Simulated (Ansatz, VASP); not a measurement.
# Ru: VASP beside Ansatz

```
Ru
1.0
     2.74141    0.00000    0.00000
    -1.37070    2.37413    0.00000
     0.00000    0.00000    4.33825
Ru
2
Direct
  0.66667 0.33333 0.75000
  0.33333 0.66667 0.25000
```

Alike in both runs: task single point; functional B3LYP5; k mesh 6 × 6 × 3; occupations fermi-dirac, width 0.05 eV; no spin polarisation.

|  | VASP | Ansatz |
| --- | --- | --- |
| version | VASP 6.6.1 | Ansatz 0.2.0 |
| potentials or method | VASP PAW PBE potentials, release 64 (Ru_pv) | Ansatz PAW |
| plane-wave cutoff (eV) | 520 | 420 |
| valence electrons in the cell | 28 | 32 |

Ansatz gave:

| Item | Value |
| --- | --- |
| gap on the k mesh at the Fermi level (eV) | none |
| pressure (GPa) | -6.1 |
| traceless stress, the component that is largest in VASP (GPa) | -5.91 |

Problem. Estimate VASP's values.

Solution. gap on the k mesh at the Fermi level (eV): none; pressure (GPa): -5.3; traceless stress, the component that is largest in VASP (GPa): -5.64.

VASP's potentials were made for PBE, not for B3LYP5. A gap of «none» marks a metal or a gap that the smearing closes. VASP's potentials hold 28 valence electrons a cell and Ansatz's 32, so a difference there can come from the potentials and not from the codes.

The k mesh is coarse, so the values compare programs but aren't converged.
